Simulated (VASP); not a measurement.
# WS2 (P6_3/mmc) in VASP: notebook, part 2 of 2

VASP 6.6.1. The steps go on from the part before.

## Step 4: Single point, PBEsol (film at in-plane strain +0.005)

The input, INCAR:

```
SYSTEM = WS2
PREC     = Accurate       ! precision mode
ENCUT    = 500            ! plane-wave cutoff, eV
EDIFF    = 1E-6           ! SCF threshold, eV
ISMEAR   = 0              ! smearing method
SIGMA    = 0.01           ! smearing width, eV
LREAL    = .FALSE.        ! projectors in reciprocal space
LASPH    = .TRUE.         ! aspherical terms in the spheres
NELM     = 120            ! most SCF steps
ALGO     = Normal         ! electronic algorithm
ISIF     = 2              ! what is computed and relaxed
LWAVE    = .FALSE.        ! write WAVECAR
LCHARG   = .FALSE.        ! write CHGCAR
GGA      = PS             ! functional
NBANDS   = 35             ! bands
GGA_COMPAT= .FALSE.
```

The input, KPOINTS:

```
regular mesh
0
G
  8 8 2
  0 0 0
```

The input, POSCAR:

```
WS2
1.0
    3.1619010119      0.0000000000      0.0000000000
   -1.5809505060      2.7382866006      0.0000000000
    0.0000000000      0.0000000000     12.6689864778
W S
2 4
Direct
    0.3333333333      0.6666666667      0.2500000000
    0.6666666667      0.3333333333      0.7500000000
    0.3333333333      0.6666666667      0.6267228807
    0.6666666667      0.3333333333      0.1267228807
    0.3333333333      0.6666666667      0.8732771193
    0.6666666667      0.3333333333      0.3732771193
```

Command:

```bash
$ cat potpaw_PBE.64/W_sv/POTCAR potpaw_PBE.64/S/POTCAR > POTCAR
$ mpirun -np 1 vasp_std > vasp.out
```

It took 68 s on 1 thread of Intel Xeon Platinum 8488C (Sapphire Rapids), shared host; peak memory 0.24 GiB.

Results (log left out):

```
Free energy            : -50.5489 eV
Pressure               : -0.8 GPa
Largest force          : 0.021 eV/Å
Band gap on the k mesh : 1.25 eV (least direct gap 2.25 eV)
```

Forces on the atoms (eV/Å):
```
W    0.000  0.000  0.000
W    0.000  0.000  0.000
S    0.000  0.000 -0.021
S    0.000  0.000 -0.021
S    0.000  0.000  0.021
S    0.000  0.000  0.021
```

Stress tensor (GPa, compression positive):
```
-1.34  0.00  0.00
 0.00 -1.34  0.00
 0.00  0.00  0.15
```

Levels at points of the mesh, in eV from the valence-band top:
```tsv
k point	band 22	band 23	band 24	band 25	band 26	band 27	band 28	band 29	band 30	band 31
(0.00, 0.00, 0.00)	-2.16	-2.16	-1.63	-1.09	0.00	2.37	2.37	2.38	2.38	2.50
(0.50, 0.00, 0.00)	-2.67	-1.87	-1.74	-1.61	-1.47	2.35	2.38	2.68	2.92	3.20
(0.00, 0.00, 0.50)	-2.18	-2.18	-2.18	-0.32	-0.32	2.37	2.37	2.37	2.37	2.57
(0.50, 0.00, 0.50)	-2.76	-1.81	-1.81	-1.53	-1.53	2.36	2.36	2.81	2.81	3.47
```

Caveat: the cell differs from its parent crystal (film at in-plane strain +0.005); the PAW data sets were made with another functional, which shifts forces and pressure a little; spin-orbit coupling is left out, which moves the levels of the heavy elements; this functional lacks dispersion, which binds layers or chains, so the pressure and a relaxed spacing across them are unreliable. A k mesh can miss the band edges.

## Step 5: Single point, PBEsol (in-plane strain +0.01, then relaxed in part)

The input, INCAR:

```
PREC = Accurate ; ENCUT = 500
EDIFF = 1E-6 ; ISMEAR = 0
SIGMA = 0.01 ; LREAL = F
LASPH = T ; NELM = 120
ALGO = Normal ; ISIF = 2
LWAVE = F ; LCHARG = F
GGA = PS ; NBANDS = 35
GGA_COMPAT = F
```

The input, KPOINTS:

```
regular mesh
0
Gamma
  8 8 2
```

The input, POSCAR:

```
WS2
1.0
    3.1776318627      0.0000000000      0.0000000000
   -1.5888159314      2.7519099170      0.0000000000
    0.0000000000      0.0000000000     12.6409998949
W S
2 4
Direct
    0.3333333333      0.6666666667      0.2500000000
    0.6666666667      0.3333333333      0.7500000000
    0.3333333333      0.6666666667      0.6268995403
    0.6666666667      0.3333333333      0.1268995403
    0.3333333333      0.6666666667      0.8731004597
    0.6666666667      0.3333333333      0.3731004597
```

Command:

```bash
$ cat potpaw_PBE.64/W_sv/POTCAR potpaw_PBE.64/S/POTCAR > POTCAR
$ mpirun -np 1 vasp_std > vasp.out
```

It took 63 s on 1 thread of Intel Xeon Platinum 8488C (Sapphire Rapids), shared host; peak memory 0.25 GiB.

It converged, with:

| Quantity | Value |
| --- | --- |
| Free energy | -50.5351 eV |
| Pressure | -1.8 GPa |
| Largest force | 0.021 eV/Å |
| Band gap on the k mesh | 1.22 eV (least direct gap 2.19 eV) |

Forces in eV/Å, atoms in the order of the input:
```
W    0.000  0.000  0.000
W    0.000  0.000  0.000
S    0.000  0.000 -0.021
S    0.000  0.000 -0.021
S    0.000  0.000  0.021
S    0.000  0.000  0.021
```

Stress tensor (GPa, compression positive):
```
-2.73  0.00  0.00
 0.00 -2.73  0.00
 0.00  0.00  0.15
```

Levels at points of the mesh, in eV from the valence-band top:
| k point | band 23 | band 24 | band 25 | band 26 | band 27 | band 28 | band 29 | band 30 |
| --- | --- | --- | --- | --- | --- | --- | --- | --- |
| (0.00, 0.00, 0.00) | -2.25 | -1.62 | -1.07 | 0.00 | 2.29 | 2.29 | 2.29 | 2.29 |
| (0.50, 0.00, 0.00) | -1.97 | -1.83 | -1.64 | -1.50 | 2.23 | 2.26 | 2.59 | 2.80 |
| (0.00, 0.00, 0.50) | -2.27 | -2.27 | -0.31 | -0.31 | 2.29 | 2.29 | 2.29 | 2.29 |
| (0.50, 0.00, 0.50) | -1.90 | -1.90 | -1.56 | -1.56 | 2.24 | 2.24 | 2.72 | 2.72 |

Caveat: the cell differs from its parent crystal (in-plane strain +0.01, then relaxed in part); the PAW data sets were made with another functional, which shifts forces and pressure a little; spin-orbit coupling is left out, which moves the levels of the heavy elements; this functional lacks dispersion, which binds layers or chains, so the pressure and a relaxed spacing across them are unreliable. A k mesh can miss the band edges.

## Step 6: The runs side by side

| cell | gap on the mesh (eV) | pressure (GPa) | largest force (eV/Å) |
| --- | --- | --- | --- |
| a = 3.162, b = 3.162, c = 12.669 Å, angles 90.0, 90.0, 120.0°, 6 atoms, film at in-plane strain +0.005 | 1.25 | -0.8 | 0.02 |
| a = 3.162, b = 3.162, c = 12.655 Å, angles 90.0, 90.0, 120.0°, 6 atoms, in-plane strain +0.005 | 1.24 | -1.0 | - |
| a = 3.178, b = 3.178, c = 12.641 Å, angles 90.0, 90.0, 120.0°, 6 atoms, in-plane strain +0.01, then relaxed in part | 1.22 | -1.8 | 0.02 |

Alike in all rows: task single point; level PBEsol; potentials or basis VASP PAW PBE potentials, release 64 (W_sv, S); no spin polarisation; k mesh 8 × 8 × 2; cutoff (eV) 500; smearing gaussian 0.01 eV.

Caveats: the PAW data sets were made with another functional, which shifts forces and pressure a little; spin-orbit coupling is left out, which moves the levels of the heavy elements; this functional lacks dispersion, which binds layers or chains, so the pressure and a relaxed spacing across them are unreliable.

Absolute energies hang on the potentials; compare differences alone.
